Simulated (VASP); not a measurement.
Crystal: Si2C.

```xyz
6
Lattice="4.4705 0.0000 0.0000 -2.2353 3.8716 0.0000 0.0000 0.0000 3.9511" Properties=species:S:1:pos:R:3 pbc="T T T"
Si    0.0000    0.0000    0.0000
Si    1.5948    0.0000    1.9755
Si   -0.7974    1.3811    1.9755
Si    1.4379    2.4905    1.9755
C     2.2353    1.2905    0.0000
C     0.0000    2.5811    0.0000
```

```yaml
Program: VASP 6.6.1
Task: relaxation of cell and atoms
Functional: PBE
Potentials_or_basis: VASP PAW PBE potentials, release 64 (Si, C)
Cutoff: 600 eV
k_mesh: 12 × 12 × 10
Occupations: gaussian, width 0.1 eV
Spin: no spin polarisation
```

At the start: pressure 0.1 GPa; volume 11.40 Å³/atom.

Problem. How do energy, volume and symmetry change on relaxing?

Solution. Over 23 steps the energy falls by 839.1 meV/atom and the volume is 10.96 Å³/atom (-3.9 %); space group P-62m (No. 189, to 0.1 Å) before and after.

Step by step:
| step | energy change (eV) | largest force (eV/Å) | pressure (GPa) | volume (Å³) |
| --- | --- | --- | --- | --- |
| 1 | 0.0000 | 0.0383 | 0.08 | 68.39 |
| 2 | -0.0632 | 0.1679 | 0.14 | 68.43 |
| 3 | -0.3685 | 0.7998 | 0.18 | 68.32 |
| 4 | -1.7221 | 1.6904 | 2.63 | 67.02 |
| 5 | -1.2127 | 3.8052 | 34.22 | 59.51 |
| 6 | -3.2674 | 4.0039 | 11.72 | 64.08 |
| 7 | -3.2429 | 4.1001 | 13.35 | 63.73 |
| 8 | -3.5023 | 3.6993 | 10.18 | 64.46 |
| 9 | -4.0855 | 2.6461 | 1.96 | 66.68 |
| 10 | -4.5531 | 1.1919 | -9.80 | 71.26 |
| 11 | -4.5585 | 1.0815 | -10.64 | 71.71 |
| 12 | -4.7342 | 0.9069 | -8.35 | 70.14 |
| 13 | -4.9992 | 0.4130 | 0.83 | 65.56 |
| 14 | -5.0015 | 0.3516 | 2.20 | 65.02 |
| 15 | -5.0241 | 0.1923 | 1.67 | 65.13 |
| 16 | -5.0301 | 0.0627 | 1.26 | 65.22 |
| 17 | -5.0335 | 0.0486 | 0.27 | 65.64 |
| 18 | -5.0340 | 0.0404 | -0.32 | 65.90 |
| 19 | -5.0340 | 0.0408 | -0.30 | 65.89 |
| 20 | -5.0344 | 0.0353 | -0.11 | 65.83 |
| 21 | -5.0344 | 0.0321 | -0.02 | 65.80 |
| 22 | -5.0346 | 0.0194 | 0.04 | 65.77 |
| 23 | -5.0346 | 0.0049 | 0.12 | 65.74 |

Final structure:
```
Si C
1.0
     5.27187    0.00000    0.00000
    -2.63593    4.56557    0.00000
     0.00000    0.00000    2.73115
Si C
4 2
Cartesian
  0.0000 0.0000 2.7311
  -0.4550 4.5656 1.3656
  -1.0905 1.8888 1.3656
  1.5454 2.6768 1.3656
  2.6359 1.5219 0.0000
  0.0000 3.0437 0.0000
```

Caveat: a cell axis changed by over 15 % at a fixed basis, so the end point is rough.
